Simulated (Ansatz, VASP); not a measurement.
**Two plane-wave programs on SnPb5Se6**

File INCAR:

```
SYSTEM = SnPb5Se6
PREC = Accurate
ENCUT = 520
EDIFF = 1E-6
ISMEAR = 0
SIGMA = 0.1
LREAL = .False.
LASPH = .True.
NELM = 80
ALGO = Normal
ISIF = 2
LWAVE = .False.
LCHARG = .False.
GGA = PE
NBANDS = 72
```

KPOINTS

```
regular mesh
0
Gamma
  6 6 1
  0 0 0
```

The input POSCAR:

```
SnPb5Se6
1.0
    4.3638300700      0.0000000000      0.0000000000
   -2.1819150400      3.7791877000      0.0000000000
    0.0000000000      0.0000000000     21.3783140100
Sn Pb Se
1 5 6
Direct
    0.0000000000      0.0000000000      0.5000000000
    0.0000000000      0.0000000000      0.0000000000
    0.3333333300      0.6666666700      0.8333333300
    0.6666666700      0.3333333300      0.6666666700
    0.3333333300      0.6666666700      0.3333333300
    0.6666666700      0.3333333300      0.1666666700
    0.6666666700      0.3333333300      0.9166666700
    0.0000000000      0.0000000000      0.7500000000
    0.3333333300      0.6666666700      0.5833333300
    0.6666666700      0.3333333300      0.4166666700
    0.0000000000      0.0000000000      0.2500000000
    0.3333333300      0.6666666700      0.0833333300
```

Input for Ansatz:

```yaml
crystal:
  lattice:
    - [4.36383007, 0.0, 0.0]
    - [-2.18191504, 3.7791877, 0.0]
    - [0.0, 0.0, 21.37831401]
  atoms:
    - { symbol: Sn, position: [0.0, 0.0, 0.5] }
    - { symbol: Pb, position: [0.0, 0.0, 0.0] }
    - { symbol: Pb, position: [0.33333333, 0.66666667, 0.83333333] }
    - { symbol: Pb, position: [0.66666667, 0.33333333, 0.66666667] }
    - { symbol: Pb, position: [0.33333333, 0.66666667, 0.33333333] }
    - { symbol: Pb, position: [0.66666667, 0.33333333, 0.16666667] }
    - { symbol: Se, position: [0.66666667, 0.33333333, 0.91666667] }
    - { symbol: Se, position: [0.0, 0.0, 0.75] }
    - { symbol: Se, position: [0.33333333, 0.66666667, 0.58333333] }
    - { symbol: Se, position: [0.66666667, 0.33333333, 0.41666667] }
    - { symbol: Se, position: [0.0, 0.0, 0.25] }
    - { symbol: Se, position: [0.33333333, 0.66666667, 0.08333333] }
basis:
  ecutwfc: 420
kpoints:
  mp_grid: { grid: [6, 6, 1] }
hamiltonian:
  xc: pbe
scf:
  occupations: { method: gaussian, width: 0.1 }
  lower_state_search: "off"
output:
  forces: true
  stress: true
  eigenvalues: true
```

Alike in both runs: task single point; functional PBE; k mesh 6 × 6 × 1; occupations gaussian, width 0.1 eV; no spin polarisation.

```csv
,VASP,Ansatz
version,VASP 6.6.1,Ansatz 0.2.0
potentials or method,"VASP PAW PBE potentials, release 64 (Sn_d, Pb_d, Se), cutoff 520 eV","scalar-relativistic, plane waves, PAW"
valence electrons in the cell,120,180
```

|  | VASP | Ansatz | Ansatz less VASP |
| --- | --- | --- | --- |
| gap on the k mesh at the Fermi level (eV) | 0.25 | 0.24 | -0.004 |
| least direct gap on the mesh (eV) | 0.25 | 0.24 | -0.004 |
| pressure (GPa) | 0.6 | 0.6 | +0.01 |
| rms of the force components (eV/Å) | 0.069 | 0.069 | +0.0001 |

Atom by atom the forces differ by 0.000 eV/Å (rms over components). VASP's potentials hold 120 valence electrons a cell and Ansatz's 180, so a difference there can come from the potentials and not from the codes.

Neither program's run includes spin-orbit coupling.
